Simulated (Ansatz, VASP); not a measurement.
**Co: VASP beside Ansatz**

Contents of POSCAR:

```
Co
1.0
   -1.4145745000      1.3929095500      1.3921574700
    1.4429802800     -1.3751271500      1.4027808400
    1.4112696000      1.3718222500     -1.3743750600
Co
1
Direct
    0.0000000000      0.0000000000      0.0000000000
```

Contents of INCAR.step1:

```
SYSTEM = Co
ALGO = Normal ; EDIFF = 1E-4
ENCUT = 520 ; GGA = PE
ISMEAR = -1 ; ISPIN = 2
LASPH = .TRUE. ; LCHARG = .FALSE.
LMAXMIX = 4 ; LREAL = .FALSE.
LWAVE = .TRUE. ; MAGMOM = 2
NBANDS = 14 ; NELM = 150
PREC = Accurate ; SIGMA = 0.05
```

INCAR.step2

```
SYSTEM = Co
ALGO = Normal ; EDIFF = 1E-6
ENCUT = 520 ; ISIF = 2
ISMEAR = -1 ; ISPIN = 2
ISTART = 1 ; LASPH = .TRUE.
LCHARG = .TRUE. ; LELF = .TRUE.
LMAXMIX = 4 ; LMIXTAU = .TRUE.
LORBIT = 11 ; LREAL = .FALSE.
LVHAR = .TRUE. ; LWAVE = .FALSE.
MAGMOM = 2 ; METAGGA = R2SCAN
NBANDS = 14 ; NELM = 150
PREC = Accurate ; SIGMA = 0.05
```

KPOINTS

```
k-points
0
G
  8 7 8
  0 0 0
```

File input.yaml:

```yaml
crystal:
  lattice:
    - [-1.4145745, 1.39290955, 1.39215747]
    - [1.44298028, -1.37512715, 1.40278084]
    - [1.4112696, 1.37182225, -1.37437506]
  atoms:
    - { symbol: Co, position: [0.0, 0.0, 0.0], spin: 2.0 }
hamiltonian:
  xc: r2scan
  pseudopotentials: { kind: paw }
magnetization:
  spin_polarized: true
kpoints:
  mp_grid: { grid: [8, 7, 8] }
scf:
  occupations: { method: fermi_dirac, width: 0.05 }
  n_extra_bands: 6
output:
  forces: true
  stress: true
  eigenvalues: true
  dos: { projected: true, de: 0.05, nscf_kmesh: { grid: [12, 11, 12] } }
```

Alike in both runs: functional r2SCAN; k mesh 8 × 7 × 8; occupations fermi-dirac, width 0.05 eV; collinear spin.

```csv
,VASP,Ansatz
version,VASP 6.6.1,Ansatz 0.2.0
potentials or method,"VASP PAW PBE potentials, release 64 (Co)",Ansatz PAW
plane-wave cutoff (eV),520,500
valence electrons in the cell,9,17
task,single point,projected density of states
```

Ansatz gave:

| Quantity | Value |
| --- | --- |
| gap on the k mesh at the Fermi level (eV) | none |
| pressure (GPa) | -1.9 |
| traceless stress, the component that is largest in VASP (GPa) | -2.94 |
| net moment per atom (μB) | 1.90 |
| size of the moment on the site where the two differ most (μB) | 2.02 |

**Question.** Estimate VASP's values.

**Answer.** gap on the k mesh at the Fermi level (eV): none; pressure (GPa): -2.1; traceless stress, the component that is largest in VASP (GPa): -3.00; net moment per atom (μB): 1.89; size of the moment on the site where the two differ most (μB): 1.96.

VASP's potentials were made for PBE, not for r2SCAN. Site moments also hang on the region over which each program counts them. A gap of «none» marks a metal or a gap that the smearing closes. The functional is the same, so the differences come from potentials, cutoffs and numerics. VASP's potentials hold 9 valence electrons a cell and Ansatz's 17, so a difference there can come from the potentials and not from the codes.

The k mesh is coarse, so the values compare programs but aren't converged. Noted on Ansatz's run: the magnetic or orbital state may not be the lowest.
